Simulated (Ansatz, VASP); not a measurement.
**SnSe2 in VASP and in Ansatz**

File INCAR:

```
ALGO     = Normal         # electronic algorithm
EDIFF    = 1E-7           # SCF threshold, eV
ENCUT    = 520            # plane-wave cutoff, eV
GGA      = PE             # functional
ISIF     = 2              # what is computed and relaxed
ISMEAR   = 0              # smearing method
LASPH    = T              # aspherical terms in the spheres
LCHARG   = F              # write CHGCAR
LREAL    = F              # projectors in reciprocal space
LWAVE    = F              # write WAVECAR
NBANDS   = 20             # bands
NELM     = 60             # most SCF steps
PREC     = Accurate       # precision mode
SIGMA    = 0.05           # smearing width, eV
```

KPOINTS

```
k-points
0
Gamma
  4 4 2
```

The input POSCAR:

```
SnSe2
1.0
    3.8393021242      0.0000000000      0.0000000000
   -1.9196510621      3.3249331724      0.0000000000
    0.0000000000      0.0000000000      6.0468501552
Sn Se
1 2
Direct
    0.0000000000      0.0000000000      0.0000000000
    0.3333333333      0.6666666667      0.2638113996
    0.6666666667      0.3333333333      0.7361886004
```

Input for Ansatz:

```yaml
crystal:
  lattice:
    - [3.8393021242, 0.0, 0.0]
    - [-1.9196510621, 3.3249331724, 0.0]
    - [0.0, 0.0, 6.0468501552]
  atoms:
    - { symbol: Sn, position: [0.0, 0.0, 0.0] }
    - { symbol: Se, position: [0.3333333333, 0.6666666667, 0.2638113996] }
    - { symbol: Se, position: [0.6666666667, 0.3333333333, 0.7361886004] }
basis:
  ecutwfc: 420
  ecutrho_ratio: 4
kpoints:
  mp_grid: { grid: [4, 4, 2] }
hamiltonian:
  xc: pbe
scf:
  occupations: { method: gaussian, width: 0.05 }
output:
  forces: true
  stress: true
  eigenvalues: true
  populations: true
  write_density: true
  write_potential: true
  elf: true
  volumetric_format: npy
```

Alike in both runs: task single point; functional PBE; k mesh 4 × 4 × 2; occupations gaussian, width 0.05 eV; no spin polarisation.

```csv
,VASP,Ansatz
version,VASP 6.6.1,Ansatz 0.2.0
potentials or method,"VASP PAW PBE potentials, release 64 (Sn_d, Se), cutoff 520 eV","scalar-relativistic, plane waves, PAW"
valence electrons in the cell,26,46
```

VASP gave:

| Property | Result |
| --- | --- |
| gap on the k mesh at the Fermi level (eV) | 0.74 |
| least direct gap on the mesh (eV) | 0.85 |
| pressure (GPa) | 2.6 |
| traceless stress, the component that is largest in VASP (GPa) | -1.04 |
| rms of the force components (eV/Å) | 0.029 |

Which values does Ansatz return?

gap on the k mesh at the Fermi level (eV): 0.74; least direct gap on the mesh (eV): 0.86; pressure (GPa): 2.5; traceless stress, the component that is largest in VASP (GPa): -1.05; rms of the force components (eV/Å): 0.036.

Atom by atom the forces differ by 0.007 eV/Å (rms over components). VASP's potentials hold 26 valence electrons a cell and Ansatz's 46, so a difference there can come from the potentials and not from the codes.

The k mesh is coarse, so the values compare programs but aren't converged.
